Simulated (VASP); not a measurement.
# Si (P1) in VASP: a series of runs

Si is run at these levels: PBE; tasks: single point.

Everything below comes from runs of VASP 6.6.1. Logs are shortened: lines on timing, memory, paths and dates and some standing lists are left out, and cuts for length are marked.

### Step 1. The cell of the first run

The typed cell holds 8 atoms: a = 3.851 Å, b = 3.851 Å, c = 12.854 Å, α = 82.11°, β = 84.99°, γ = 60.00°.

### Step 2. Single point, PBE

The input, INCAR:

```
PREC = Accurate
ENCUT = 520
EDIFF = 1E-6
ISMEAR = 0
SIGMA = 0.05
LREAL = False
LASPH = True
NELM = 60
ALGO = Normal
ISIF = 2
LWAVE = False
LCHARG = True
GGA = PE
LELF = True
LVHAR = True
NBANDS = 26
```

The input, KPOINTS:

```
regular mesh
0
Gamma
  10 10 3
```

The input, POSCAR:

```
Si
1.0
   -3.8510822046      0.0000000000      0.0000000000
   -1.9255411023     -3.3351350213      0.0000000000
   -1.1232323097     -1.3896395922     12.7293621948
Si
8
Direct
    0.2577944970     -0.0443608485      0.9064660365
    0.2994611636      0.1639724848      0.4064660365
    0.6536278303      0.6014724848      0.1564660365
    0.6119611636      0.3931391515      0.6564660365
    0.3255388364      0.2943608485      0.0935339635
    0.2838721697      0.0860275152      0.5935339635
    0.6380388364      0.5235275152      0.3435339635
    0.5963721697      0.3151941819      0.8435339635
```

Potentials or basis: VASP PAW PBE potentials, release 64 (Si).

Run with:

```
$ cat potpaw_PBE.64/Si/POTCAR > POTCAR
$ mpirun -np 1 vasp_std > vasp.out
```

OUTCAR:

```text
PREC = Accurate
   ENCUT = 520
   EDIFF = 1E-6
   ISMEAR = 0
   LREAL = False
   LASPH = True
   NELM = 60
   ISIF = 2
   GGA = PE

 ion  position               nearest neighbor table
   1  0.258  0.956  0.906-   8 2.36   8 2.36   8 2.36   5 2.98
   2  0.299  0.164  0.406-   7 2.36   7 2.36   7 2.36   6 2.38
   3  0.654  0.601  0.156-   5 2.36   5 2.36   5 2.36   7 2.38
   4  0.612  0.393  0.656-   6 2.36   6 2.36   6 2.36   8 2.38
   5  0.326  0.294  0.094-   3 2.36   3 2.36   3 2.36   1 2.98
   6  0.284  0.086  0.594-   4 2.36   4 2.36   4 2.36   2 2.38
   7  0.638  0.524  0.344-   2 2.36   2 2.36   2 2.36   3 2.38
   8  0.596  0.315  0.844-   1 2.36   1 2.36   1 2.36   4 2.38

  LATTYP: Found a triclinic cell.
 ALAT       =     3.8510822046
 B/A-ratio  =     1.0000000000
 C/A-ratio  =     3.4362196017
 COS(alpha) =     0.0121257287
 COS(beta)  =     0.2425145741
 COS(gamma) =     0.5000000000

  Lattice vectors:

 A1 = (   1.9255411023,  -3.3351350213,   0.0000000000)
 A2 = (  -1.9255411023,  -3.3351350213,   0.0000000000)
 A3 = (   3.0487734120,  -1.9454954291, -12.7293621948)

Analysis of symmetry for initial positions (statically):
=====================================================================
 Subroutine PRICEL returns:
 Original cell was already a primitive cell.

 Routine SETGRP: Setting up the symmetry group for a
 triclinic supercell.

 Subroutine GETGRP returns: Found  1 space group operations
 (whereof  1 operations were pure point group operations)
 out of a pool of  2 trial point group operations.

The static configuration has the point symmetry C_1 .

Analysis of symmetry for dynamics (positions and initial velocities):
=====================================================================
 Subroutine PRICEL returns:
 Original cell was already a primitive cell.

 Routine SETGRP: Setting up the symmetry group for a
 triclinic supercell.

 Subroutine GETGRP returns: Found  1 space group operations
 (whereof  1 operations were pure point group operations)
 out of a pool of  2 trial point group operations.

The dynamic configuration has the point symmetry C_1 .

 Subroutine INISYM returns: Found  1 space group operations
 (whereof  1 operations are pure point group operations),
 and found     1 'primitive' translations

----------------------------------------------------------------------------------------

                                     Primitive cell

  volume of cell :     163.4944

  direct lattice vectors                    reciprocal lattice vectors
    -3.851082205  0.000000000  0.000000000    -0.259667269  0.149918968 -0.006546544
    -1.925541102 -3.335135021  0.000000000     0.000000000 -0.299837936 -0.032732721
    -1.123232310 -1.389639592 12.729362195     0.000000000  0.000000000  0.078558531

  length of vectors
     3.851082205  3.851082205 12.854159284     0.299909395  0.301619328  0.078558531

  position of ions in fractional coordinates (direct lattice)
     0.257794497  0.955639152  0.906466036
     0.299461164  0.163972485  0.406466036
     0.653627830  0.601472485  0.156466036
     0.611961164  0.393139152  0.656466036
     0.325538836  0.294360848  0.093533964
     0.283872170  0.086027515  0.593533964
     0.638038836  0.523527515  0.343533964
     0.596372170  0.315194182  0.843533964

  ion indices of the primitive-cell ions
   primitive index   ion index
                 1           1
                 2           2
                 3           3
                 4           4
                 5           5
                 6           6
                 7           7
                 8           8

----------------------------------------------------------------------------------------

 KPOINTS: regular mesh

Automatic generation of k-mesh.
 Grid dimensions read from file:
 generate k-points for:   10   10    3

 Generating k-lattice:

  Cartesian coordinates                     Fractional coordinates (reciprocal lattice)
    -0.025966727  0.014991897 -0.000654654     0.100000000  0.000000000  0.000000000
     0.000000000 -0.029983794 -0.003273272     0.000000000  0.100000000  0.000000000
     0.000000000  0.000000000  0.026186177     0.000000000  0.000000000  0.333333333

  Length of vectors
     0.029990939  0.030161933  0.026186177

  Shift w.r.t. Gamma in fractional coordinates (k-lattice)
     0.000000000  0.000000000  0.000000000

 Subroutine IBZKPT returns following result:
 ===========================================

 Found    152 irreducible k-points:

 Following reciprocal coordinates:
            Coordinates               Weight
  0.000000  0.000000  0.000000      1.000000
  0.100000  0.000000  0.000000      2.000000
  0.200000  0.000000  0.000000      2.000000
  0.300000 -0.000000 -0.000000      2.000000
  0.400000 -0.000000  0.000000      2.000000
  0.500000  0.000000 -0.000000      1.000000
[... 16 lines left out ...]
 -0.400000  0.200000  0.000000      2.000000
 -0.300000  0.200000 -0.000000      2.000000
 [... further k-points ...]
   k-points           NKPTS =    152   k-points in BZ     NKDIM =    152   number of bands    NBANDS=     26
   number of dos      NEDOS =    301   number of ions     NIONS =      8
   total plane-waves  NPLWV =  86400
   dimension x,y,z NGX =    30 NGY =   30 NGZ =   96
   dimension x,y,z NGXF=    60 NGYF=   60 NGZF=  192
   ions per type =               8
   NGX,Y,Z   is equivalent  to a cutoff of  12.95, 12.95, 12.42 a.u.
   NGXF,Y,Z  is equivalent  to a cutoff of  25.90, 25.90, 24.83 a.u.
 SYSTEM =  unknown system
   PREC   = accura    normal or accurate (medium, high low for compatibility)
   ISTART =      0    job   : 0-new  1-cont  2-samecut
   ICHARG =      2    charge: 1-file 2-atom 10-const
   ISPIN  =      1    spin polarized calculation?
   LNONCOLLINEAR =      F non collinear calculations
   LSORBIT =      F    spin-orbit coupling
   LASPH  =      T    aspherical Exc in radial PAW
   ENCUT  =  520.0 eV  38.22 Ry    6.18 a.u.   7.16  7.16 23.90*2*pi/ulx,y,z
   NELM   =     60;   NELMIN=  2; NELMDL= -5     # of ELM steps
   EDIFF  = 0.1E-05   stopping-criterion for ELM
   LREAL  =      F    real-space projection
   EDIFFG = 0.1E-04   stopping-criterion for IOM
   NSW    =      0    number of steps for IOM
   IBRION =     -1    ionic relax: 0-MD 1-quasi-New 2-CG
   NFREE  =      0    steps in history (QN), initial steepest desc. (CG)
   ISIF   =      2    stress and relaxation
   ISYM   =      2    0-nonsym 1-usesym 2-fastsym
   POTIM  = 0.5000    time-step for ionic-motion
   TEBEG  =    0.0;   TEEND  =   0.0 temperature during run
   PSTRESS=    0.0 pullay stress
   NELECT =      32.0000    total number of electrons
   NUPDOWN=      -1.0000    fix difference up-down
   EMIN   =  10.00;   EMAX   =-10.00  energy-range for DOS
   EFERMI =   0.00;   METHOD = LEGACY
   ISMEAR =     0;   SIGMA  =   0.05  broadening in eV -4-tet -1-fermi 0-gaus
   EFERMI_NEDOS =   21; number of points for ismear=-14 and -15
   IALGO  =     38    algorithm
   IMIX   =      4    mixing-type and parameters
     AMIX     =   0.40;   BMIX     =  1.00
     AMIX_MAG =   1.60;   BMIX_MAG =  1.00
  volume/ion in A,a.u.               =      20.44       137.91
  Fermi-wavevector in a.u.,A,eV,Ry     =   0.950511  1.796206 12.292475  0.903471
  Thomas-Fermi vector in A             =   2.078895
   LORBIT       =      0    0 simple, 1 ext, 2 COOP (PROOUT), +10 PAW based schemes
   GGA     = PE    functional components
   LHFCALC =     F    Hartree Fock is set to
   AEXX    =    0.0000 exact exchange contribution
   IVDW    =     0    specifies the selected vdW correction
   LEPSILON=     F    determine dielectric tensor
   LRPA    =     F    only Hartree local field effects (RPA)
 non-spin polarized calculation
 Gauss-broadening in eV      SIGMA  =   0.05
  energy-cutoff  :      520.00
  volume of cell :      163.49
 maximum number of plane-waves:      4434
 NGX is ok and might be reduce to    30
   NGX = 15   NGY = 15   NGZ = 47

 number of electron      32.0000001 magnetization

 Free energy of the ion-electron system (eV)
  ---------------------------------------------------
  ext. energy  EPLUGINS =         0.00000000
  ---------------------------------------------------
  free energy    TOTEN  =       -41.94599124 eV

  energy without entropy =      -41.94343021  energy(sigma->0) =      -41.94471072

 E-fermi :   5.5716     XC(G=0):  -9.3805

 val. band max:        5.5696178138   @ k =   0.0000   0.4000   0.3333
 cond. band min:       5.5726844819   @ k =   0.1000   0.0000   0.3333
 fundamental gap:      0.0030666681
 Fermi energy:         5.5716470520

 k-point     1 :       0.0000    0.0000    0.0000
  band No.  band energies     occupation
      1      -6.1906      2.00000
      2      -5.4602      2.00000
      3      -5.3857      2.00000
      4      -4.0065      2.00000
      5      -1.0977      2.00000
      6       1.6125      2.00000
[... 18 lines left out ...]
     25       8.8418      0.00000
     26       9.2869      0.00000

 k-point     2 :       0.1000    0.0000    0.0000
  band No.  band energies     occupation
      1      -6.0751      2.00000
      2      -5.3481      2.00000
      3      -5.2684      2.00000
      4      -3.8898      2.00000
      5      -1.0340      2.00000
      6       1.6029      2.00000
[... 18 lines left out ...]
     25       9.0255      0.00000
     26       9.2230      0.00000

 k-point     3 :       0.2000    0.0000    0.0000
  band No.  band energies     occupation
      1      -5.7332      2.00000
      2      -5.0161      2.00000
      3      -4.9224      2.00000
      4      -3.5435      2.00000
      5      -0.9084      2.00000
      6       1.3131      2.00000
[... 572 lines left out ...]
 k-point    23 :      -0.4000    0.2000    0.0000
  band No.  band energies     occupation
      1      -3.6818      2.00000
      2      -3.1712      2.00000
      3      -2.9357      2.00000
      4      -2.3693      2.00000
      5      -1.5558      2.00000
      6      -1.3883      2.00000
[... 18 lines left out ...]
     25      10.3269      0.00000
     26      10.6263      0.00000

 k-point    24 :      -0.3000    0.2000   -0.0000
  band No.  band energies     occupation
      1      -4.1685      2.00000
      2      -3.5625      2.00000
      3      -3.3460      2.00000
      4      -2.0041      2.00000
      5      -1.8249      2.00000
      6      -1.0474      2.00000
[... 18 lines left out ...]
     25      10.1894      0.00000
     26      10.5761      0.00000

 [... further k-points ...]

------------------------ aborting loop because EDIFF is reached ----------------------------------------

  FORCE on cell =-STRESS in cart. coord.  units (eV):
  Direction    XX          YY          ZZ          XY          YZ          ZX
  --------------------------------------------------------------------------------------
  -------------------------------------------------------------------------------------
  Total       -1.0160264     -2.0313451      0.3921907     -1.3093856      1.3657686      1.3130050
  in kB       -9.9566384    -19.9063413      3.8433066    -12.8314372     13.3839672     12.8669053
  external PRESSURE =      -8.6732244 kB  Pullay stress =       0.0000000 kB

 VOLUME and BASIS-vectors are now :
 -----------------------------------------------------------------------------
  energy-cutoff  :      520.00
  volume of cell :      163.49
      direct lattice vectors                 reciprocal lattice vectors
    -3.851082205  0.000000000  0.000000000    -0.259667269  0.149918968 -0.006546544
    -1.925541102 -3.335135021  0.000000000     0.000000000 -0.299837936 -0.032732721
    -1.123232310 -1.389639592 12.729362195     0.000000000  0.000000000  0.078558531

 POSITION                                       TOTAL-FORCE (eV/Angst)
 -----------------------------------------------------------------------------------
     -3.85108     -4.44685     11.53873        -0.244626     -0.413096      0.550953
     -1.92554     -1.11171      5.17405         0.009720      0.001193     -0.038456
     -3.85108     -2.22342      1.99171        -0.093645     -0.003213      0.007786
     -3.85108     -2.22342      8.35639        -0.129691      0.000886     -0.195884
     -1.92554     -1.11171      1.19063         0.544880      0.292291     -0.518734
     -1.92554     -1.11171      7.55531        -0.004922     -0.007199      0.049702
     -3.85108     -2.22342      4.37297        -0.056437      0.093226      0.135042
     -3.85108     -2.22342     10.73765        -0.025279      0.035911      0.009593
 -----------------------------------------------------------------------------------
    total drift:                               -0.000002      0.000019     -0.000005

  FREE ENERGIE OF THE ION-ELECTRON SYSTEM (eV)
  ---------------------------------------------------
  free  energy   TOTEN  =       -41.9459912372 eV

  energy  without entropy=      -41.9434302064  energy(sigma->0) =      -41.94471072
```

Wall time 5 min (1 thread of Intel Xeon 6975P-C (Granite Rapids), shared host); peak memory 0.57 GiB.

Results:

```
Free energy            : -41.9460 eV
Pressure               : -0.9 GPa
Largest force          : 0.807 eV/Å
Band gap on the k mesh : zero (bands 16 and 17 overlap by 0.61 eV)
```

Forces on the atoms (eV/Å):
```
Si  -0.245 -0.413  0.551
Si   0.010  0.001 -0.038
Si  -0.094 -0.003  0.008
Si  -0.130  0.001 -0.196
Si   0.545  0.292 -0.519
Si  -0.005 -0.007  0.050
Si  -0.056  0.093  0.135
Si  -0.025  0.036  0.010
```

Stress tensor (GPa, compression positive):
```
-1.00 -1.28  1.29
-1.28 -1.99  1.34
 1.29  1.34  0.38
```

Caveat: semilocal functionals underestimate gaps, so a narrow gap can read as zero.

### Step 3. Single point, PBE

The input, INCAR:

```
ALGO = Normal
EDIFF = 1E-6
ENCUT = 520
GGA = PE
ISIF = 2
ISMEAR = 0
LASPH = T
LCHARG = F
LREAL = F
LWAVE = F
NBANDS = 26
NELM = 80
PREC = Accurate
SIGMA = 0.05
```

The input, KPOINTS:

```
k-points
0
Gamma
  10 10 3
```

The input, POSCAR:

```
Si
1.0
   -3.8510822046      0.0000000000      0.0000000000
   -1.9255411023     -3.3351350213      0.0000000000
   -0.8023087926     -0.8337837553     12.7293621948
Si
8
Direct
    0.2577944970      0.1067168242      0.9064660365
    0.2994611636      0.2317168242      0.4064660365
    0.6536278303      0.6275501575      0.1564660365
    0.6119611636      0.5025501575      0.6564660365
    0.3255388364      0.3099498425      0.0935339635
    0.2838721697      0.1849498425      0.5935339635
    0.6380388364      0.5807831758      0.3435339635
    0.5963721697      0.4557831758      0.8435339635
```

Potentials or basis: VASP PAW PBE potentials, release 64 (Si).

Run with:

```
$ cat potpaw_PBE.64/Si/POTCAR > POTCAR
$ mpirun -np 1 vasp_std > vasp.out
```

OUTCAR:

```text
EDIFF = 1E-6
   ENCUT = 520
   GGA = PE
   ISIF = 2
   ISMEAR = 0
   LASPH = T
   LREAL = F
   NELM = 80
   PREC = Accurate

 ion  position               nearest neighbor table
   1  0.258  0.107  0.906-   8 2.36   8 2.36   8 2.36   5 2.65
   2  0.299  0.232  0.406-   7 2.36   7 2.36   7 2.36   6 2.38
   3  0.654  0.628  0.156-   5 2.36   5 2.36   5 2.36   7 2.38
   4  0.612  0.503  0.656-   6 2.36   6 2.36   6 2.36   8 2.38
   5  0.326  0.310  0.094-   3 2.36   3 2.36   3 2.36   1 2.65
   6  0.284  0.185  0.594-   4 2.36   4 2.36   4 2.36   2 2.38
   7  0.638  0.581  0.344-   2 2.36   2 2.36   2 2.36   3 2.38
   8  0.596  0.456  0.844-   1 2.36   1 2.36   1 2.36   4 2.38

  LATTYP: Found a triclinic cell.
 ALAT       =     3.8510822046
 B/A-ratio  =     1.0000000000
 C/A-ratio  =     3.6077608686
 COS(alpha) =     0.0230983528
 COS(beta)  =     0.3580244683
 COS(gamma) =     0.5000000000

  Lattice vectors:

 A1 = (  -3.8510822046,   0.0000000000,   0.0000000000)
 A2 = (  -1.9255411023,   3.3351350213,   0.0000000000)
 A3 = (  -4.9743145143,  -2.5013512660, -12.7293621948)

Analysis of symmetry for initial positions (statically):
[... 186 lines left out ...]
 E-fermi :   5.8872     XC(G=0):  -9.3566

 val. band max:        5.8387633339   @ k =   0.0000   0.1000   0.0000
 cond. band min:       5.8923998038   @ k =   0.4000   0.4000   0.3333
 fundamental gap:      0.0536364700
 Fermi energy:         5.8871811576

 k-point     1 :       0.0000    0.0000    0.0000
  band No.  band energies     occupation
      1      -6.1876      2.00000
      2      -5.4437      2.00000
      3      -5.3907      2.00000
      4      -3.9838      2.00000
      5      -1.1388      2.00000
      6       1.6415      2.00000
[... 685 lines left out ...]
     25      10.3045      0.00000
     26      10.4645      0.00000

 [... further k-points ...]
[... 5 lines left out ...]
  --------------------------------------------------------------------------------------
  -------------------------------------------------------------------------------------
  Total       -0.7029542     -0.7049061     -1.0438509     -0.9126088      2.8739319      2.7315633
  in kB       -6.8886597     -6.9077880    -10.2293066     -8.9431882     28.1633428     26.7681891
  external PRESSURE =      -8.0085848 kB  Pullay stress =       0.0000000 kB

 VOLUME and BASIS-vectors are now :
 -----------------------------------------------------------------------------
  energy-cutoff  :      520.00
  volume of cell :      163.49
      direct lattice vectors                 reciprocal lattice vectors
    -3.851082205  0.000000000  0.000000000    -0.259667269  0.149918968 -0.006546544
    -1.925541102 -3.335135021  0.000000000     0.000000000 -0.299837936 -0.019639633
    -0.802308793 -0.833783755 12.729362195     0.000000000  0.000000000  0.078558531

 POSITION                                       TOTAL-FORCE (eV/Angst)
 -----------------------------------------------------------------------------------
     -1.92554     -1.11171     11.53873        -0.667973     -0.811526      0.706106
     -1.92554     -1.11171      5.17405        -0.006630     -0.011246     -0.003841
     -3.85108     -2.22342      1.99171        -0.157124     -0.093758     -0.016253
     -3.85108     -2.22342      8.35639        -0.154272     -0.111343     -0.081029
     -1.92554     -1.11171      1.19063         0.888889      0.808773     -0.686760
     -1.92554     -1.11171      7.55531         0.012117      0.011498      0.007059
     -3.85108     -2.22342      4.37297         0.065698      0.123058      0.059801
     -3.85108     -2.22342     10.73765         0.019295      0.084544      0.014917
 -----------------------------------------------------------------------------------
    total drift:                                0.000007     -0.000001      0.000008

  FREE ENERGIE OF THE ION-ELECTRON SYSTEM (eV)
  ---------------------------------------------------
  free  energy   TOTEN  =       -42.6163336903 eV

  energy  without entropy=      -42.6159530501  energy(sigma->0) =      -42.61614337
```

stdout:

```text
POSCAR found type information on POSCAR Si
 POSCAR found :  1 types and       8 ions
 scaLAPACK will be used
 LDA part: xc-table for (Slater+PW92), standard interpolation
 POSCAR, INCAR and KPOINTS ok, starting setup
 FFT: planning ... GRIDC
 FFT: planning ... GRID_SOFT
 FFT: planning ... GRID
 WAVECAR not read
 entering main loop
```

Run time: 4.7 min. Hardware: 1 thread of Intel Xeon 6975P-C (Granite Rapids), shared host; peak memory 0.57 GiB.

Results:

```yaml
Free_energy: -42.6163 eV
Pressure: -0.8 GPa
Largest_force: 1.384 eV/Å
Band_gap_on_the_k_mesh: zero (bands 16 and 17 overlap by 0.01 eV)
```

Forces in eV/Å, atoms in the order of the input:
```
Si  -0.668 -0.812  0.706
Si  -0.007 -0.011 -0.004
Si  -0.157 -0.094 -0.016
Si  -0.154 -0.111 -0.081
Si   0.889  0.809 -0.687
Si   0.012  0.011  0.007
Si   0.066  0.123  0.060
Si   0.019  0.085  0.015
```

Stress tensor (GPa, compression positive):
```
-0.69 -0.89  2.68
-0.89 -0.69  2.82
 2.68  2.82 -1.02
```

Caveat: semilocal functionals underestimate gaps, so a narrow gap can read as zero; forces of over 1 eV/Å act on the atoms, so gaps and moduli don't describe the material at rest.
